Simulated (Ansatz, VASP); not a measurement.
One calculation of AlNi3, two programs

Contents of INCAR:

```
SYSTEM = AlNi3
PREC = Accurate
ENCUT = 520
EDIFF = 1E-7
ISMEAR = 0
SIGMA = 0.15
LREAL = .False.
LASPH = .True.
NELM = 60
ALGO = Fast
ISIF = 2
LWAVE = .False.
LCHARG = .False.
GGA = PS
NBANDS = 24
```

KPOINTS

```
regular mesh
0
Gamma
  16 16 16
  0 0 0
```

POSCAR

```
AlNi3
1.0
    0.0000000000      2.4446344358      3.6669516537
    2.4446344358      0.0000000000      3.6669516537
    2.4446344358      2.4446344358      0.0000000000
Al Ni
1 3
Direct
    0.5000000000      0.5000000000      0.5000000000
    0.2500000000      0.2500000000      0.2500000000
    0.0000000000      0.0000000000      0.0000000000
    0.7500000000      0.7500000000      0.7500000000
```

Input for Ansatz:

```yaml
crystal:
  lattice:
    - [0.0, 2.4446344358, 3.6669516537]
    - [2.4446344358, 0.0, 3.6669516537]
    - [2.4446344358, 2.4446344358, 0.0]
  atoms:
    - { symbol: Al, position: [0.5, 0.5, 0.5] }
    - { symbol: Ni, position: [0.25, 0.25, 0.25] }
    - { symbol: Ni, position: [0.0, 0.0, 0.0] }
    - { symbol: Ni, position: [0.75, 0.75, 0.75] }
basis:
  ecutwfc: 420
kpoints:
  mp_grid: { grid: [16, 16, 16] }
hamiltonian:
  xc: pbesol
scf:
  occupations: { method: gaussian, width: 0.15 }
output:
  forces: true
  stress: true
  eigenvalues: true
```

Alike in both runs: task single point; functional PBEsol; k mesh 16 × 16 × 16; occupations gaussian, width 0.15 eV; no spin polarisation.

|  | VASP | Ansatz |
| --- | --- | --- |
| version | VASP 6.6.1 | Ansatz 0.2.0 |
| potentials or method | VASP PAW PBE potentials, release 64 (Al, Ni), cutoff 520 eV | scalar-relativistic, plane waves, PAW |
| valence electrons in the cell | 33 | 57 |

|  | VASP | Ansatz | Ansatz less VASP |
| --- | --- | --- | --- |
| gap on the k mesh at the Fermi level (eV) | none | none | - |
| pressure (GPa) | 0.3 | 0.2 | -0.09 |
| traceless stress, the component that is largest in VASP (GPa) | -6.51 | -6.56 | -0.045 |

VASP's potentials were made for PBE, not for PBEsol. A gap of «none» marks a metal or a gap that the smearing closes. With one functional, cell and mesh, what is left measures potentials, basis and numerics. VASP's potentials hold 33 valence electrons a cell and Ansatz's 57, so a difference there can come from the potentials and not from the codes.
